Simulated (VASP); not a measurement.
# Te (C2/m) in VASP: further runs, part 2 of 2

VASP 6.6.1.

## (4) Single point, PBEsol+D3(BJ)

This run uses another cell than the first one, of 32.70 Å³/atom.

File INCAR:

```
SYSTEM = Te
ALGO     = Normal         ! electronic algorithm
EDIFF    = 1E-7           ! SCF threshold, eV
ENCUT    = 520            ! plane-wave cutoff, eV
GGA      = PS             ! functional
ISIF     = 2              ! what is computed and relaxed
ISMEAR   = -1             ! smearing method
IVDW     = 12             ! dispersion correction
LASPH    = .TRUE.         ! aspherical terms in the spheres
LCHARG   = .FALSE.        ! write CHGCAR
LREAL    = .FALSE.        ! projectors in reciprocal space
LWAVE    = .FALSE.        ! write WAVECAR
NBANDS   = 16             ! bands
NELM     = 100            ! most SCF steps
PREC     = Accurate       ! precision mode
SIGMA    = 0.05           ! smearing width, eV
```

File KPOINTS:

```
k-points
0
G
  7 7 5
  0 0 0
```

File POSCAR:

```
Te
1.0
    3.8202894285     -2.1482026000      0.0000000000
    3.8202894285      2.1482026000      0.0000000000
   -0.0942908673      0.0000000000      5.9760906531
Te
3
Direct
    0.0000000000      0.0000000000      0.0000000000
    0.3094466100      0.3094466100      0.3388094900
    0.6905533900      0.6905533900      0.6611905100
```

On the command line:

```sh
cat potpaw_PBE.64/Te/POTCAR > POTCAR
mpirun -np 1 vasp_std > vasp.out
```

Wall time 3.6 min (1 thread of AMD EPYC, shared host); peak memory 0.26 GiB.

The run converged. Its results:

* Free energy: -11.7496 eV
* Pressure: -3.9 GPa
* Largest force: 0.096 eV/Å
* Dispersion energy per atom: -0.424 eV

Forces on the atoms (eV/Å):
```
Te   0.000  0.000  0.000
Te   0.087  0.000 -0.039
Te  -0.087  0.000  0.039
```

Stress tensor (GPa, compression positive):
```
-3.92  0.00 -0.01
 0.00 -3.71  0.00
-0.01  0.00 -4.13
```

Levels at points of the mesh, in eV from the Fermi level:
```csv
k point,band 5,band 6,band 7,band 8,band 9,band 10,band 11,band 12,band 13,band 14
"(0.00, 0.00, 0.00)",-2.72,-2.27,-2.07,-1.67,-1.45,0.94,0.98,1.51,4.65,5.05
```

Caveat: three body term missing; the cell stands under tension; the PAW data sets were made with another functional, which shifts forces and pressure a little; spin-orbit coupling is left out, which moves the levels of the heavy elements.

## (5) Relaxation of cell and atoms, PBEsol

This run uses another cell than the first one, of 32.70 Å³/atom.

File INCAR:

```
SYSTEM = Te
PREC     = Accurate       ! precision mode
ENCUT    = 600            ! plane-wave cutoff, eV
EDIFF    = 1E-7           ! SCF threshold, eV
ISMEAR   = -1             ! smearing method
SIGMA    = 0.05           ! smearing width, eV
LREAL    = .FALSE.        ! projectors in reciprocal space
LASPH    = .TRUE.         ! aspherical terms in the spheres
NELM     = 60             ! most SCF steps
ALGO     = Normal         ! electronic algorithm
ISIF     = 3              ! what is computed and relaxed
LWAVE    = .FALSE.        ! write WAVECAR
LCHARG   = .FALSE.        ! write CHGCAR
GGA      = PS             ! functional
IBRION   = 2              ! ionic algorithm
NSW      = 60             ! ionic steps
EDIFFG   = -0.01          ! ionic threshold
```

File KPOINTS:

```
regular mesh
0
G
  7 7 5
  0 0 0
```

POSCAR is that of step 4.

Potentials or basis: VASP PAW PBE potentials, release 64 (Te).

On the command line:

```sh
cat potpaw_PBE.64/Te/POTCAR > POTCAR
mpirun -np 1 vasp_std > vasp.out
```

OUTCAR:

```text
SYSTEM = Te
   PREC = Accurate
   ENCUT = 600
   EDIFF = 1E-7
   ISMEAR = -1
   LREAL = .FALSE.
   LASPH = .TRUE.
   NELM = 60
   ISIF = 3
   GGA = PS
   IBRION = 2
   NSW = 60
   EDIFFG = -0.01

 ion  position               nearest neighbor table
   1  0.000  0.000  0.000-   2 3.09   3 3.09   3 3.31   3 3.31   2 3.31   2 3.31
   2  0.309  0.309  0.339-   3 3.03   3 3.03   1 3.09   1 3.31   1 3.31   3 3.47
   3  0.691  0.691  0.661-   2 3.03   2 3.03   1 3.09   1 3.31   1 3.31   2 3.47

  LATTYP: Found a base centered monoclinic cell.
 ALAT       =     7.6405788570
 B/A-ratio  =     0.5623140969
 C/A-ratio  =     0.7822489081
 COS(beta)  =    -0.0157760547

  Lattice vectors:

 A1 = (   3.8202894285,  -2.1482026000,   0.0000000000)
 A2 = (   3.8202894285,   2.1482026000,   0.0000000000)
 A3 = (  -0.0942908673,   0.0000000000,   5.9760906531)

Analysis of symmetry for initial positions (statically):
=====================================================================
 Subroutine PRICEL returns:
 Original cell was already a primitive cell.

 Routine SETGRP: Setting up the symmetry group for a
 base centered monoclinic supercell.

 Subroutine GETGRP returns: Found  4 space group operations
 (whereof  4 operations were pure point group operations)
 out of a pool of  4 trial point group operations.

The static configuration has the point symmetry C_2h.

Analysis of symmetry for dynamics (positions and initial velocities):
=====================================================================
 Subroutine PRICEL returns:
 Original cell was already a primitive cell.

 Routine SETGRP: Setting up the symmetry group for a
 base centered monoclinic supercell.

 Subroutine GETGRP returns: Found  4 space group operations
 (whereof  4 operations were pure point group operations)
 out of a pool of  4 trial point group operations.

The dynamic configuration has the point symmetry C_2h.

 Subroutine INISYM returns: Found  4 space group operations
[... 153 lines left out ...]
  --------------------------------------------------------------------------------------
  -------------------------------------------------------------------------------------
  Total       -1.1390718     -1.0097313     -1.2491420      0.0000000      0.0000000     -0.0102081
  in kB      -18.6055713    -16.4929267    -20.4034552      0.0000000      0.0000000     -0.1667393
  external PRESSURE =     -18.5006511 kB  Pullay stress =       0.0000000 kB
[... 92 lines left out ...]
  FREE ENERGIE OF THE ION-ELECTRON SYSTEM (eV)
  ---------------------------------------------------
  free  energy   TOTEN  =       -10.4986464806 eV

  energy  without entropy=      -10.4907410957  energy(sigma->0) =      -10.49469379

[... ionic steps 4 to 14 ...]

--------------------------------------- Ionic step       15  -------------------------------------------

 number of electron      18.0000000 magnetization

------------------------ aborting loop because EDIFF is reached ----------------------------------------
[... 69 lines left out ...]
--------------------------------------- Ionic step       17  -------------------------------------------

 number of electron      18.0000000 magnetization

 Free energy of the ion-electron system (eV)
  ---------------------------------------------------
  ext. energy  EPLUGINS =         0.00000000
  ---------------------------------------------------
  free energy    TOTEN  =       -10.51187921 eV

  energy without entropy =      -10.50151073  energy(sigma->0) =      -10.50669497

 E-fermi :   6.9071     XC(G=0):  -9.6266

 val. band max:        6.8978451879   @ k =   0.1429   0.0000   0.2000
 cond. band min:       6.9287151478   @ k =  -0.1429  -0.1429   0.2000
 fundamental gap:      0.0308699599
 Fermi energy:         6.9070599865

 k-point     1 :       0.0000    0.0000    0.0000
  band No.  band energies     occupation
      1      -7.0874      2.00000
      2      -3.6446      2.00000
      3      -3.5848      2.00000
      4       4.2460      2.00000
      5       4.2775      2.00000
      6       4.6495      2.00000
      7       4.7605      2.00000
      8       4.9479      2.00000
      9       5.0028      2.00000
     10       7.9685      0.00000
     11       8.0103      0.00000
     12       8.4843      0.00000
     13      11.7270      0.00000
[... 354 lines left out ...]
  band No.  band energies     occupation
      1      -6.7626      2.00000
      2      -4.6907      2.00000
      3      -2.5572      2.00000
      4       2.8529      2.00000
      5       3.9643      2.00000
      6       4.1302      2.00000
      7       4.8354      2.00000
      8       4.9708      2.00000
      9       5.5528      2.00000
     10       7.8302      0.00000
     11       8.2343      0.00000
     12       8.5476      0.00000
     13      11.0751      0.00000

 [... further k-points ...]

------------------------ aborting loop because EDIFF is reached ----------------------------------------

  FORCE on cell =-STRESS in cart. coord.  units (eV):
  Direction    XX          YY          ZZ          XY          YZ          ZX
  --------------------------------------------------------------------------------------
  -------------------------------------------------------------------------------------
  Total        0.0156994     -0.0085081      0.0121925      0.0000000      0.0000000      0.0135125
  in kB        0.2682042     -0.1453500      0.2082934      0.0000000      0.0000000      0.2308442
  external PRESSURE =       0.1103825 kB  Pullay stress =       0.0000000 kB
[... 18 lines left out ...]
  FREE ENERGIE OF THE ION-ELECTRON SYSTEM (eV)
  ---------------------------------------------------
  free  energy   TOTEN  =       -10.5118792060 eV

  energy  without entropy=      -10.5015107271  energy(sigma->0) =      -10.50669497

 reached required accuracy - stopping structural energy minimisation
```

It took 28 min on 1 thread of AMD EPYC, shared host; peak memory 0.29 GiB.

What came out:

```
Free energy                           : -10.5119 eV
Relaxed volume                        : 31.26 Å³/atom
Relaxed cell                          : a = 4.313 Å, b = 4.313 Å, c = 5.843 Å, α = 90.42°, β = 90.42°, γ = 59.63°
Space group after relaxing (to 0.1 Å) : C2/m (No. 12)
Energy gained by relaxing             : 11.6 meV/atom
Ionic steps                           : 17
Pressure after relaxing               : 0.0 GPa
Largest force after relaxing          : 0.009 eV/Å
Band gap on the k mesh                : zero (bands 9 and 10 overlap by 0.25 eV)
```

Forces in eV/Å, atoms in the order of the input:
```
Te   0.000  0.000  0.000
Te   0.009  0.000 -0.003
Te  -0.009  0.000  0.003
```

Step by step:
```csv
step,energy change (eV),largest force (eV/Å),pressure (GPa),volume (Å³)
1,0.0000,0.0971,-1.85,98.09
2,-0.0159,0.2487,1.14,92.83
3,-0.0216,0.1961,0.05,94.56
4,-0.0252,0.1630,0.05,94.35
5,-0.0318,0.0759,0.08,93.75
6,-0.0279,0.0659,0.28,92.52
7,-0.0327,0.0359,0.13,93.32
8,-0.0327,0.0125,-0.21,93.84
9,-0.0334,0.0090,-0.04,93.58
10,-0.0340,0.0096,0.06,93.48
11,-0.0342,0.0181,0.21,93.35
12,-0.0345,0.0168,0.16,93.46
13,-0.0348,0.0133,-0.01,93.81
14,-0.0348,0.0129,-0.03,93.85
15,-0.0348,0.0122,-0.02,93.83
16,-0.0348,0.0111,0.01,93.78
17,-0.0348,0.0095,0.01,93.78
```

Final structure:
```
Te
1.0
     3.74230   -2.14452    0.01333
     3.74230    2.14452    0.01333
    -0.07056    0.00000    5.84265
Te
3
Direct
  0.00000 0.00000 0.00000
  0.31890 0.31890 0.33550
  0.68110 0.68110 0.66450
```

Caveat: the PAW data sets were made with another functional, which shifts forces and pressure a little; spin-orbit coupling is left out, which moves the levels of the heavy elements.

## (6) The runs side by side

| task | level | cell | cutoff (eV) | gap on the mesh (eV) | pressure (GPa) | largest force (eV/Å) |
| --- | --- | --- | --- | --- | --- | --- |
| single point | PBEsol+D3(BJ) | a = 4.189, b = 4.189, c = 5.920 Å, angles 90.3, 90.3, 59.5°, 3 atoms, atomic positions A | 520 | none | -0.2 | 0.01 |
| single point | PBEsol | a = 4.312, b = 4.312, c = 5.842 Å, angles 90.4, 90.4, 59.6°, 3 atoms, atomic positions A | 520 | none | 0.1 | 0.01 |
| single point | PBEsol+D3(BJ) | a = 4.383, b = 4.383, c = 5.977 Å, angles 90.8, 90.8, 58.7°, 3 atoms, atomic positions B | 520 | - | -3.9 | 0.10 |
| relaxation of cell and atoms | PBEsol | relaxed from a = 4.383, b = 4.383, c = 5.977 Å, angles 90.8, 90.8, 58.7°, 3 atoms, atomic positions B | 600 | none | 0.0 | 0.01 |

Alike in all rows: potentials or basis VASP PAW PBE potentials, release 64 (Te); no spin polarisation; k mesh 7 × 7 × 5; smearing fermi-dirac 0.05 eV.

Caveats: the PAW data sets were made with another functional, which shifts forces and pressure a little; spin-orbit coupling is left out, which moves the levels of the heavy elements; three body term missing (at least some runs); the cell stands under tension (at least some runs).

Absolute energies hang on the potentials; compare differences alone.
